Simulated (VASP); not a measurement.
A run of VASP 6.6.1 is set up as follows.

File INCAR:

```
  PREC = Accurate
  ENCUT = 520
  EDIFF = 1E-6
  ISMEAR = 0
  SIGMA = 0.02
  LREAL = F
  LASPH = T
  NELM = 150
  ALGO = Normal
  ISIF = 2
  LWAVE = F
  LCHARG = F
  LMAXMIX = 4
  LDAU = T
  LDAUTYPE = 2
  LDAUL = 2 -1
  LDAUU = 4 0
  LDAUJ = 0 0
  LDAUPRINT = 1
  GGA = PE
  NBANDS = 33
```

Contents of KPOINTS:

```
Automatic mesh
0
Gamma
  6 6 10
```

The input POSCAR:

```
TiO2
1.0
    4.6974838313      0.0000000000      0.0000000000
    0.0000000000      4.6974838313      0.0000000000
    0.0000000000      0.0000000000      3.0215218233
Ti O
2 4
Direct
    0.0000000000      0.0000000000      0.0000000000
    0.5000000000      0.5000000000      0.5000000000
    0.3068303057      0.3068303057      0.0000000000
    0.1931696943      0.8068303057      0.5000000000
    0.6931696943      0.6931696943      0.0000000000
    0.8068303057      0.1931696943      0.5000000000
```

Potentials or basis: VASP PAW PBE potentials, release 64 (Ti_sv, O).

Command:

```console
$ cat potpaw_PBE.64/Ti_sv/POTCAR potpaw_PBE.64/O/POTCAR > POTCAR
$ mpirun -np 1 vasp_std > vasp.out
```

Question: What does it give for the band gap on the k mesh?

Answer: 2.28 eV.

Question: What does it give for the largest force?

Answer: 0.162 eV/Å.

Question: Predict the pressure.

Answer: -1.9 GPa.

Stress tensor (GPa, compression positive):
```
-2.17  0.00  0.00
 0.00 -2.17  0.00
 0.00  0.00 -1.42
```

A k mesh can miss the band edges.
